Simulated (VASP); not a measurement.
# Cu (I4/mmm) in VASP: notebook, part 2 of 2

VASP 6.6.1. Earlier steps stand in the parts before.

## Step 4: Electric field gradients, PBEsol (zz strain of +2 %)

INCAR

```
SYSTEM = Cu
PREC = Accurate ; ENCUT = 520
EDIFF = 1E-8 ; ISMEAR = -1
SIGMA = 0.08 ; LREAL = .FALSE.
LASPH = .TRUE. ; NELM = 100
ALGO = Normal ; ISIF = 2
LWAVE = .FALSE. ; LCHARG = .FALSE.
GGA = PS ; LEFG = .TRUE.
NBANDS = 12
```

KPOINTS

```
regular mesh
0
G
  19 19 19
  0 0 0
```

POSCAR

```
Cu
1.0
    0.0000000000      1.8075000000      1.8436500000
    1.8075000000      0.0000000000      1.8436500000
    1.8075000000      1.8075000000      0.0000000000
Cu
1
Direct
    0.0000000000      0.0000000000      0.0000000000
```

Potentials or basis: VASP PAW PBE potentials, release 64 (Cu).

Started as:

```console
$ cat potpaw_PBE.64/Cu/POTCAR > POTCAR
$ mpirun -np 1 vasp_std > vasp.out
```

OUTCAR:

```text
SYSTEM = Cu
   PREC = Accurate
   ENCUT = 520
   EDIFF = 1E-8
   ISMEAR = -1
   LREAL = .FALSE.
   LASPH = .TRUE.
   NELM = 100
   ISIF = 2
   GGA = PS

 ion  position               nearest neighbor table
   1  0.000  0.000  0.000-

  LATTYP: Found a body centered tetragonal cell.
 ALAT       =     2.5561910140
 C/A-ratio  =     1.4424978336

  Lattice vectors:

 A1 = (  -1.8075000000,   0.0000000000,   1.8436500000)
 A2 = (   1.8075000000,   0.0000000000,   1.8436500000)
 A3 = (   0.0000000000,   1.8075000000,  -1.8436500000)

Analysis of symmetry for initial positions (statically):
=====================================================================
 Subroutine PRICEL returns:
 Original cell was already a primitive cell.

 Routine SETGRP: Setting up the symmetry group for a
 body centered tetragonal supercell.

 Subroutine GETGRP returns: Found 16 space group operations
 (whereof 16 operations were pure point group operations)
 out of a pool of 16 trial point group operations.
[... 540 lines left out ...]
 -----------------------------------------------------------------------------
  energy-cutoff  :      520.00
  volume of cell :       12.05
      direct lattice vectors                 reciprocal lattice vectors
     0.000000000  1.807500000  1.843650000    -0.276625173  0.276625173  0.271201150
     1.807500000  0.000000000  1.843650000     0.276625173 -0.276625173  0.271201150
     1.807500000  1.807500000  0.000000000     0.276625173  0.276625173 -0.271201150

 POSITION                                       TOTAL-FORCE (eV/Angst)
 -----------------------------------------------------------------------------------
      0.00000      0.00000      0.00000        -0.000000      0.000000     -0.000000
 -----------------------------------------------------------------------------------
    total drift:                                0.000000      0.000000      0.000000

  FREE ENERGIE OF THE ION-ELECTRON SYSTEM (eV)
  ---------------------------------------------------
  free  energy   TOTEN  =        -4.2915944910 eV

  energy  without entropy=       -4.2842412439  energy(sigma->0) =       -4.28791787

 Electric field gradients (V/A^2)
---------------------------------------------------------------------
 ion       V_xx      V_yy      V_zz      V_xy      V_xz      V_yz
---------------------------------------------------------------------
   1      -0.094    -0.094     0.187     0.004     0.001     0.001
---------------------------------------------------------------------

 Electric field gradients after diagonalization (V/A^2)
 (convention: |V_zz| > |V_xx| > |V_yy|)
----------------------------------------------------------------------
 ion       V_xx      V_yy      V_zz     asymmetry (V_yy - V_xx)/ V_zz
----------------------------------------------------------------------
   1      -0.098    -0.089     0.187       0.046
----------------------------------------------------------------------

           NMR quadrupolar parameters

 Cq : quadrupolar parameter    Cq=e*Q*V_zz/h
 eta: asymmetry parameters     (V_yy - V_xx)/ V_zz
 Q  : nuclear electric quadrupole moment in mb (millibarn)
----------------------------------------------------------------------
 ion       Cq(MHz)       eta       Q (mb)
----------------------------------------------------------------------
   1       0.000       0.046       1.000
----------------------------------------------------------------------
```

OSZICAR:

```text
N       E                     dE             d eps       ncg     rms          rms(c)
DAV:   1     0.415151866731E+02    0.41515E+02   -0.53823E+03 14548   0.153E+03
DAV:   2    -0.404690169423E+01   -0.45562E+02   -0.41956E+02 13612   0.201E+02
DAV:   3    -0.535993620521E+01   -0.13130E+01   -0.13037E+01 15468   0.395E+01
DAV:   4    -0.536807298315E+01   -0.81368E-02   -0.81357E-02 15020   0.275E+00
DAV:   5    -0.536814683910E+01   -0.73856E-04   -0.73855E-04 15684   0.267E-01    0.837E+00
DAV:   6    -0.478186849528E+01    0.58628E+00   -0.18085E+01 15688   0.800E+01    0.455E+00
DAV:   7    -0.430442929891E+01    0.47744E+00   -0.28821E+00 15700   0.319E+01    0.529E-01
DAV:   8    -0.429375926346E+01    0.10670E-01   -0.67791E-03 16072   0.150E+00    0.349E-01
DAV:   9    -0.429158862159E+01    0.21706E-02   -0.12570E-02 16160   0.190E+00    0.254E-02
DAV:  10    -0.429159313754E+01   -0.45160E-05   -0.42416E-05 19296   0.109E-01    0.610E-03
DAV:  11    -0.429159448524E+01   -0.13477E-05   -0.48145E-07 16260   0.110E-02    0.554E-04
DAV:  12    -0.429159446459E+01    0.20651E-07   -0.21991E-08 10868   0.249E-03    0.798E-05
DAV:  13    -0.429159448937E+01   -0.24781E-07   -0.14204E-09  9392   0.483E-04    0.115E-05
DAV:  14    -0.429159449099E+01   -0.16219E-08   -0.20803E-10  7816   0.199E-04
   1 F= -.42915945E+01 E0= -.42879179E+01  d E =-.735325E-02
```

stdout:

```text
POSCAR found type information on POSCAR Cu
 POSCAR found :  1 types and       1 ions
 scaLAPACK will be used
 -----------------------------------------------------------------------------
|                                                                             |
|                                                                             |
|     You enforced a specific xc type in the INCAR file but a different       |
|     I HOPE YOU KNOW WHAT YOU ARE DOING!                                     |
|                                                                             |
 -----------------------------------------------------------------------------

 LDA part: xc-table for (Slater+PW92), standard interpolation
 POSCAR, INCAR and KPOINTS ok, starting setup
 FFT: planning ... GRIDC
 FFT: planning ... GRID_SOFT
 FFT: planning ... GRID
 WAVECAR not read
 entering main loop
ion   1
```

It took 44 s on 1 thread of Intel Xeon Platinum 8488C (Sapphire Rapids), shared host; peak memory 0.18 GiB.

Results:

```yaml
Free_energy: -4.2916 eV
Pressure: -8.4 GPa
```

Stress tensor (GPa, compression positive):
```
-8.06  0.00  0.00
 0.00 -8.06  0.00
 0.00  0.00 -9.00
```

Caveat: the cell differs from its parent crystal (zz strain of +2 %); without QUAD_EFG the Cq values of the log hold for a quadrupole moment of 1 mb, not for the nuclei; the PAW data sets were made with another functional, which shifts forces and pressure a little.
